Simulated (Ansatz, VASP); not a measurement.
Two plane-wave programs on Ge

Contents of POSCAR:

```
Ge
1.0
    4.8778729210      0.0000000000      0.0000000000
   -2.4389364605      4.2243618660      0.0000000000
    0.0000000000      0.0000000000      2.7364414586
Ge
3
Direct
    1.0000000000      0.0000000000      0.0000000000
    0.3333333333      0.6666666667      0.5000000000
    0.6666666667      0.3333333333      0.5000000000
```

File INCAR.step1:

```
SYSTEM = Ge
PREC = Accurate
ENCUT = 520
ISMEAR = -1
SIGMA = 0.1
LREAL = .FALSE.
LASPH = .TRUE.
NELM = 80
NBANDS = 28
GGA = PE
ALGO = Normal
EDIFF = 1E-4
LWAVE = .TRUE.
LCHARG = .FALSE.
```

File INCAR.step2:

```
SYSTEM = Ge
PREC = Accurate
ENCUT = 520
EDIFF = 1E-6
ISMEAR = -1
SIGMA = 0.1
LREAL = .FALSE.
LASPH = .TRUE.
NELM = 80
ALGO = Normal
ISIF = 2
LWAVE = .FALSE.
LCHARG = .FALSE.
METAGGA = R2SCAN
LMIXTAU = .TRUE.
NBANDS = 28
ISTART = 1
```

File KPOINTS:

```
regular mesh
0
G
  9 9 13
  0 0 0
```

Input for Ansatz:

```yaml
crystal:
  lattice:
    - [4.877872921, 0.0, 0.0]
    - [-2.4389364605, 4.224361866, 0.0]
    - [0.0, 0.0, 2.7364414586]
  atoms:
    - { symbol: Ge, position: [1.0, 0.0, 0.0] }
    - { symbol: Ge, position: [0.3333333333, 0.6666666667, 0.5] }
    - { symbol: Ge, position: [0.6666666667, 0.3333333333, 0.5] }
hamiltonian:
  xc: r2scan
  pseudopotentials:
    kind: paw
    azcp:
      Ge: "pseudopotentials/Ge.paw.azcp"
basis:
  ecutwfc: 500
  fft_grid_basis: typed
kpoints:
  mp_grid: { grid: [9, 9, 13], shift: [0, 0, 0] }
magnetization:
  spin_polarized: false
scf:
  occupations: { method: fermi_dirac, width: 0.1 }
  lower_state_search: "off"
output:
  stress: true
```

Alike in both runs: task single point; functional r2SCAN; k mesh 9 × 9 × 13; occupations fermi-dirac, width 0.1 eV; no spin polarisation.

```csv
,VASP,Ansatz
version,VASP 6.6.1,Ansatz 0.2.0
potentials or method,"VASP PAW PBE potentials, release 64 (Ge_d), cutoff 520 eV","plane waves (500 eV) with PAW, scalar-relativistic"
valence electrons in the cell,42,42
```

```tsv
	VASP	Ansatz	Ansatz less VASP
pressure (GPa)	-0.1	0.1	+0.13
traceless stress, the component that is largest in VASP (GPa)	3.34	3.39	+0.042
```

VASP's potentials were made for PBE, not for r2SCAN.
